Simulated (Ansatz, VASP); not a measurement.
**Sb in VASP and in Ansatz**

Contents of INCAR:

```
SYSTEM = Sb
  ALGO = Normal
  EDIFF = 1E-7
  ENCUT = 520
  ISIF = 2
  ISMEAR = 1
  LASPH = .TRUE.
  LCHARG = .FALSE.
  LREAL = .FALSE.
  LWAVE = .FALSE.
  NBANDS = 12
  NELM = 60
  PREC = Accurate
  SIGMA = 0.6
```

The input KPOINTS:

```
k-points
0
G
  9 9 9
  0 0 0
```

Contents of POSCAR:

```
Sb
1.0
    2.1456002536      1.2387628840      3.6587425366
   -2.1456002536      1.2387628840      3.6587425366
    0.0000000000     -2.4775257680      3.6587425366
Sb
2
Direct
    0.2359371474      0.2359371474      0.2359371474
    0.7640628526      0.7640628526      0.7640628526
```

Input for Ansatz:

```yaml
crystal:
  lattice:
    - [2.1456002536, 1.238762884, 3.6587425366]
    - [-2.1456002536, 1.238762884, 3.6587425366]
    - [0.0, -2.477525768, 3.6587425366]
  atoms:
    - { symbol: Sb, position: [0.2359371474, 0.2359371474, 0.2359371474] }
    - { symbol: Sb, position: [0.7640628526, 0.7640628526, 0.7640628526] }
hamiltonian:
  xc: lda
  pseudopotentials:
    kind: paw
    azcp:
      Sb: "pseudopotentials/Sb.paw.azcp"
basis:
  ecutwfc: 420
  fft_grid_basis: typed
kpoints:
  mp_grid: { grid: [9, 9, 9], shift: [0, 0, 0] }
magnetization:
  spin_polarized: false
scf:
  occupations: { method: methfessel_paxton, width: 0.6 }
  lower_state_search: "off"
output:
  stress: true
  write_density: true
  write_potential: true
  elf: true
  volumetric_format: npy
```

Alike in both runs: task single point; functional LDA; k mesh 9 × 9 × 9; occupations methfessel-paxton of order 1, width 0.6 eV; no spin polarisation.

|  | VASP | Ansatz |
| --- | --- | --- |
| version | VASP 6.6.1 | Ansatz 0.2.0 |
| potentials or method | VASP PAW LDA potentials, release 64 (Sb), cutoff 520 eV | plane waves (420 eV) with PAW, scalar-relativistic |
| valence electrons in the cell | 10 | 30 |

VASP gave:

| Property | Result |
| --- | --- |
| pressure (GPa) | 0.2 |

Estimate Ansatz's values.

pressure (GPa): -0.1.

Ansatz warns that its potentials were made for another functional, while VASP's fit it. LDA's correlation is that of Perdew and Zunger in VASP and of Perdew and Wang (1992) in Ansatz. VASP's potentials hold 10 valence electrons a cell and Ansatz's 30, so a difference there can come from the potentials and not from the codes.

Neither program's run includes spin-orbit coupling.
